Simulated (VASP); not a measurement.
Crystal: Br.

```
Br
1.0
     3.06000    0.00000    0.00000
     0.00000    3.06000    0.00000
     0.00000    0.00000    3.06000
Br
1
Cartesian
  0.0000 0.0000 0.0000
```

```yaml
Program: VASP 6.6.1
Task: relaxation of cell and atoms
Functional: PBE
Potentials_or_basis: VASP PAW PBE potentials, release 64 (Br)
Cutoff: 600 eV
k_mesh: 14 × 14 × 14
Occupations: gaussian, width 0.02 eV
Spin: no spin polarisation
```

At the start: pressure 1.2 GPa; volume 28.65 Å³/atom.

Q: How do energy, volume and symmetry change on relaxing?

A: Over 3 steps the energy falls by 3.9 meV/atom and the volume is 29.75 Å³/atom (+3.8 %); space group Pm-3m (No. 221, to 0.1 Å) before and after.

The path:
```tsv
step	energy change (eV)	largest force (eV/Å)	pressure (GPa)	volume (Å³)
1	0.0000	0.0000	1.21	28.65
2	-0.0039	0.0000	0.18	29.56
3	-0.0039	0.0000	-0.01	29.75
```

Final structure:
```yaml
crystal:
  lattice:
    - [3.09843, 0.00000, 0.00000]
    - [0.00000, 3.09843, 0.00000]
    - [0.00000, 0.00000, 3.09843]
  atoms:
    - { symbol: Br, position: [0.00000, 0.00000, 0.00000] }
```

Caveat: an odd number of electrons without spin polarisation forces a metal; a magnetic or distorted state may lie lower.
